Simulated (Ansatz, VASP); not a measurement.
# AlNi in VASP and in Ansatz

Contents of INCAR:

```
SYSTEM = AlNi
PREC = Accurate
ENCUT = 520
EDIFF = 1E-7
ISMEAR = 0
SIGMA = 0.15
LREAL = .FALSE.
LASPH = .TRUE.
NELM = 80
ALGO = Fast
ISIF = 2
LWAVE = .FALSE.
LCHARG = .TRUE.
GGA = PE
LELF = .TRUE.
LVHAR = .TRUE.
NBANDS = 14
```

KPOINTS

```
Automatic mesh
0
G
  18 18 18
  0 0 0
```

File POSCAR:

```
AlNi
1.0
    2.8893083211     -0.1520688590     -0.1520688590
   -0.1520688590      2.8893083211     -0.1520688590
   -0.1520688590     -0.1520688590      2.8893083211
Al Ni
1 1
Direct
    0.0000000000      0.0000000000      0.0000000000
    0.5000000000      0.5000000000      0.5000000000
```

Input for Ansatz:

```yaml
crystal:
  lattice:
    - [2.8893083211, -0.152068859, -0.152068859]
    - [-0.152068859, 2.8893083211, -0.152068859]
    - [-0.152068859, -0.152068859, 2.8893083211]
  atoms:
    - { symbol: Al, position: [0.0, 0.0, 0.0] }
    - { symbol: Ni, position: [0.5, 0.5, 0.5] }
basis:
  ecutwfc: 420
kpoints:
  mp_grid: { grid: [18, 18, 18] }
hamiltonian:
  xc: pbe
scf:
  occupations: { method: gaussian, width: 0.15 }
output:
  forces: true
  stress: true
  eigenvalues: true
```

Alike in both runs: task single point; functional PBE; k mesh 18 × 18 × 18; occupations gaussian, width 0.15 eV; no spin polarisation.

```csv
,VASP,Ansatz
version,VASP 6.6.1,Ansatz 0.2.0
potentials or method,"VASP PAW PBE potentials, release 64 (Al, Ni), cutoff 520 eV","scalar-relativistic, plane waves, PAW"
valence electrons in the cell,13,21
```

```csv
,VASP,Ansatz,Ansatz less VASP
gap on the k mesh at the Fermi level (eV),none,none,-
pressure (GPa),7.8,7.9,+0.06
"traceless stress, the component that is largest in VASP (GPa)",18.02,18.08,+0.052
```

A gap of «none» marks a metal or a gap that the smearing closes. VASP's potentials hold 13 valence electrons a cell and Ansatz's 21, so a difference there can come from the potentials and not from the codes.
